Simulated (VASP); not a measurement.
Here is a VASP 6.6.1 calculation.

File INCAR:

```
PREC = Accurate
ENCUT = 520
EDIFF = 1E-6
ISMEAR = 0
SIGMA = 0.03
LREAL = F
LASPH = T
NELM = 80
ALGO = Normal
ISIF = 2
LWAVE = F
LCHARG = F
GGA = PE
NBANDS = 26
```

File KPOINTS:

```
regular mesh
0
Gamma
  10 10 6
```

Contents of POSCAR:

```
Si
1.0
    7.1894207869     -2.0011101510      0.0815299555
    7.1894207869      2.0011101510      0.0815299555
   -0.7029910630      0.0000000000      5.8771845726
Si
8
Direct
    0.0556621665      0.0556621665      0.8741221558
    0.9443378335      0.9443378335      0.1258778442
    0.5592302857      0.5592302857      0.6536328742
    0.4407697143      0.4407697143      0.3463671258
    0.2128935591      0.2128935591      0.0570686657
    0.7871064409      0.7871064409      0.9429313343
    0.7270257696      0.7270257696      0.5855965457
    0.2729742304      0.2729742304      0.4144034543
```

Potentials or basis: VASP PAW PBE potentials, release 64 (Si).

Command:

```console
$ cat potpaw_PBE.64/Si/POTCAR > POTCAR
$ mpirun -np 1 vasp_std > vasp.out
```

Predict the largest force.

1.397 eV/Å.

Estimate the pressure.

1.0 GPa.

What does it give for the band gap on the k mesh?

Zero (band 16 reaches 5.50 eV, above the bottom of band 17 at 5.43 eV).

Forces on the atoms (eV/Å):
```
Si   0.621  0.000 -0.003
Si  -0.621  0.000  0.003
Si   0.544  0.000 -0.015
Si  -0.544  0.000  0.015
Si  -0.164  0.000 -1.266
Si   0.164  0.000  1.266
Si  -0.449  0.000 -1.322
Si   0.449  0.000  1.322
```

Caveat: the cell differs from its parent crystal (mode 4 frozen in at +0.000 Å, strain +e along z and -e/2 along x and y -0.0700); forces of over 1 eV/Å act on the atoms, so gaps and moduli don't describe the material at rest.
